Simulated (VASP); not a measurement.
# PbSe (R3m) in VASP: relaxation of cell and atoms with PBE

Aim: the relaxation of cell and atoms of PbSe with PBE.

Program: VASP 6.6.1. These are calculated values, not measurements. Logs are shortened: lines on timing, memory, paths and dates and some standing lists are left out, and cuts for length are marked.

### Step 1. The cell of the first run

The structure is trigonal, space group R3m (No. 160). Conventional cell: a = 4.391 Å, b = 4.391 Å, c = 10.760 Å, α = 90.00°, β = 90.00°, γ = 120.00°. Pb (site symmetry 3m) has 6 Se at 3.07 to 3.14 Å within 4.0 Å. Se (site symmetry 3m) has 6 Pb at 3.07 to 3.14 Å within 4.0 Å.

### Step 2. Relaxation of cell and atoms, PBE

INCAR reads:

```
SYSTEM = PbSe
  PREC = Accurate
  ENCUT = 600
  EDIFF = 1E-6
  ISMEAR = 0
  SIGMA = 0.02
  LREAL = .False.
  LASPH = .True.
  NELM = 100
  ALGO = Normal
  ISIF = 3
  LWAVE = .False.
  LCHARG = .False.
  GGA = PE
  IBRION = 2
  NSW = 100
  EDIFFG = -0.01
```

KPOINTS reads:

```
Automatic mesh
0
Gamma
  12 12 12
  0 0 0
```

POSCAR reads:

```
PbSe
1.0
    2.1956853098      1.2676795047      3.5867648460
   -2.1956853098      1.2676795047      3.5867648460
    0.0000000000     -2.5353590093      3.5867648460
Pb Se
1 1
Direct
    0.0026359936      0.0026359936      0.0026359936
    0.4973640064      0.4973640064      0.4973640064
```

Potentials or basis: VASP PAW PBE potentials, release 64 (Pb_d, Se).

Command:

```sh
> cat potpaw_PBE.64/Pb_d/POTCAR potpaw_PBE.64/Se/POTCAR > POTCAR
> mpirun -np 1 vasp_std > vasp.out
```

OUTCAR:

```text
SYSTEM = PbSe
   PREC = Accurate
   ENCUT = 600
   EDIFF = 1E-6
   ISMEAR = 0
   LREAL = .False.
   LASPH = .True.
   NELM = 100
   ISIF = 3
   GGA = PE
   IBRION = 2
   NSW = 100
   EDIFFG = -0.01

 ion  position               nearest neighbor table
   1  0.003  0.003  0.003-   2 3.07   2 3.07   2 3.07   2 3.14   2 3.14   2 3.14
   2  0.497  0.497  0.497-   1 3.07   1 3.07   1 3.07   1 3.14   1 3.14   1 3.14

  LATTYP: Found a trigonal (rhomboedric) cell.
 ALAT       =     4.3923714969
 COS(alpha) =     0.5002278412

  Lattice vectors:

 A1 = (   2.1956853098,   1.2676795047,   3.5867648460)
 A2 = (  -2.1956853098,   1.2676795047,   3.5867648460)
 A3 = (   0.0000000000,  -2.5353590093,   3.5867648460)

Analysis of symmetry for initial positions (statically):
=====================================================================
 Subroutine PRICEL returns:
 Original cell was already a primitive cell.

 Routine SETGRP: Setting up the symmetry group for a
 trigonal (rhombohedral) supercell.

 Subroutine GETGRP returns: Found  6 space group operations
 (whereof  6 operations were pure point group operations)
 out of a pool of 12 trial point group operations.

The static configuration has the point symmetry C_3v.

Analysis of symmetry for dynamics (positions and initial velocities):
=====================================================================
 Subroutine PRICEL returns:
 Original cell was already a primitive cell.

 Routine SETGRP: Setting up the symmetry group for a
 trigonal (rhombohedral) supercell.

 Subroutine GETGRP returns: Found  6 space group operations
 (whereof  6 operations were pure point group operations)
 out of a pool of 12 trial point group operations.

The dynamic configuration has the point symmetry C_3v.

 Subroutine INISYM returns: Found  6 space group operations
 (whereof  6 operations are pure point group operations),
 and found     1 'primitive' translations

----------------------------------------------------------------------------------------

                                     Primitive cell

  volume of cell :      59.9010

  direct lattice vectors                    reciprocal lattice vectors
     2.195685310  1.267679505  3.586764846     0.227719336  0.131473820  0.092934259
    -2.195685310  1.267679505  3.586764846    -0.227719336  0.131473820  0.092934259
     0.000000000 -2.535359009  3.586764846     0.000000000 -0.262947639  0.092934259

  length of vectors
     4.392371497  4.392371497  4.392371497     0.278887500  0.278887500  0.278887500

[... 103 lines left out ...]
  Thomas-Fermi vector in A             =   2.272431
   LORBIT       =      0    0 simple, 1 ext, 2 COOP (PROOUT), +10 PAW based schemes
   GGA     = PE    functional components
   LHFCALC =     F    Hartree Fock is set to
   AEXX    =    0.0000 exact exchange contribution
   IVDW    =     0    specifies the selected vdW correction
   LEPSILON=     F    determine dielectric tensor
   LRPA    =     F    only Hartree local field effects (RPA)
 conjugate gradient relaxation of ions
 non-spin polarized calculation
 Gauss-broadening in eV      SIGMA  =   0.02
  energy-cutoff  :      600.00
  volume of cell :       59.90
 maximum number of plane-waves:      2014
   NGX = 17   NGY = 17   NGZ = 17

--------------------------------------- Ionic step        1  -------------------------------------------

 number of electron      20.0000001 magnetization

 Free energy of the ion-electron system (eV)
  ---------------------------------------------------
  ext. energy  EPLUGINS =         0.00000000
  ---------------------------------------------------
  free energy    TOTEN  =        -8.19751799 eV

  energy without entropy =       -8.19751799  energy(sigma->0) =       -8.19751799

------------------------ aborting loop because EDIFF is reached ----------------------------------------

  FORCE on cell =-STRESS in cart. coord.  units (eV):
  Direction    XX          YY          ZZ          XY          YZ          ZX
  --------------------------------------------------------------------------------------
  -------------------------------------------------------------------------------------
  Total        0.0748185      0.0748185      0.0838948      0.0000000      0.0000000      0.0000000
  in kB        2.0011777      2.0011777      2.2439429      0.0000000      0.0000000      0.0000000
  external PRESSURE =       2.0820994 kB  Pullay stress =       0.0000000 kB
[... 203 lines left out ...]
--------------------------------------- Ionic step        7  -------------------------------------------

 number of electron      20.0000001 magnetization

 Free energy of the ion-electron system (eV)
  ---------------------------------------------------
  ext. energy  EPLUGINS =         0.00000000
  ---------------------------------------------------
  free energy    TOTEN  =        -8.19784163 eV

  energy without entropy =       -8.19784163  energy(sigma->0) =       -8.19784163

 E-fermi :   4.5826     XC(G=0):  -9.3098

 val. band max:        4.4498185060   @ k =   0.5000  -0.0000   0.0000
 cond. band min:       4.8982527779   @ k =   0.5000  -0.0000   0.0000
 fundamental gap:      0.4484342719
 Fermi energy:         4.5826365108

 k-point     1 :       0.0000    0.0000    0.0000
  band No.  band energies     occupation
      1     -12.2756      2.00000
      2     -12.2756      2.00000
      3     -12.2756      2.00000
      4     -12.2695      2.00000
      5     -12.2695      2.00000
      6      -8.7118      2.00000
      7      -1.8873      2.00000
      8       2.8171      2.00000
      9       2.8285      2.00000
     10       2.8285      2.00000
     11       9.0821      0.00000
     12       9.0897      0.00000
     13       9.0897      0.00000
     14      11.1157      0.00000
[... 377 lines left out ...]
      1     -12.3035      2.00000
      2     -12.2830      2.00000
      3     -12.2682      2.00000
      4     -12.2541      2.00000
      5     -12.2482      2.00000
      6      -7.6609      2.00000
      7      -3.8645      2.00000
      8       1.7494      2.00000
      9       2.8444      2.00000
     10       3.4970      2.00000
     11       6.0079      0.00000
     12       6.8524      0.00000
     13       8.1411      0.00000
     14      12.4102      0.00000

 [... further k-points ...]

------------------------ aborting loop because EDIFF is reached ----------------------------------------

  FORCE on cell =-STRESS in cart. coord.  units (eV):
  Direction    XX          YY          ZZ          XY          YZ          ZX
  --------------------------------------------------------------------------------------
  -------------------------------------------------------------------------------------
  Total        0.0022253      0.0022253     -0.0157043     -0.0000000     -0.0000000      0.0000000
  in kB        0.0592677      0.0592677     -0.4182614     -0.0000000     -0.0000000      0.0000000
  external PRESSURE =      -0.0999087 kB  Pullay stress =       0.0000000 kB
[... 17 lines left out ...]
  FREE ENERGIE OF THE ION-ELECTRON SYSTEM (eV)
  ---------------------------------------------------
  free  energy   TOTEN  =        -8.1978416285 eV

  energy  without entropy=       -8.1978416285  energy(sigma->0) =       -8.19784163

 reached required accuracy - stopping structural energy minimisation
```

Run time: 13 min. Hardware: 1 thread of Intel Xeon 8259CL, shared host; peak memory 0.38 GiB.

Results:

* Free energy: -8.1978 eV
* Relaxed volume: 30.08 Å³/atom
* Relaxed cell: a = 4.401 Å, b = 4.401 Å, c = 4.401 Å, α = 59.91°, β = 59.91°, γ = 59.91°
* Space group after relaxing (to 0.1 Å): Fm-3m (No. 225)
* Energy gained by relaxing: 0.2 meV/atom
* Ionic steps: 7
* Pressure after relaxing: 0.0 GPa
* Largest force after relaxing: 0.008 eV/Å
* Band gap on the k mesh: 0.45 eV

Forces on the atoms (eV/Å):
```
Pb   0.000  0.000 -0.008
Se   0.000  0.000  0.008
```

Step by step:
```
step  energy change (eV)  largest force (eV/Å)  pressure (GPa)  volume (Å³)
   1              0.0000                0.0154            0.21        59.90
   2             -0.0002                0.0104           -0.05        60.24
   3             -0.0002                0.0129           -0.01        60.18
   4             -0.0002                0.0132           -0.01        60.18
   5             -0.0002                0.0104           -0.02        60.18
   6             -0.0003                0.0107            0.00        60.17
   7             -0.0003                0.0082           -0.01        60.16
```

Final structure:
```
CELL_PARAMETERS angstrom
2.19752 1.26874 3.59605
-2.19752 1.26874 3.59605
0.00000 -2.53748 3.59605
ATOMIC_POSITIONS crystal
Pb 0.00198 0.00198 0.00198
Se 0.49802 0.49802 0.49802
```

Caveat: spin-orbit coupling is left out, which moves the levels of the heavy elements. A k mesh can miss the band edges.
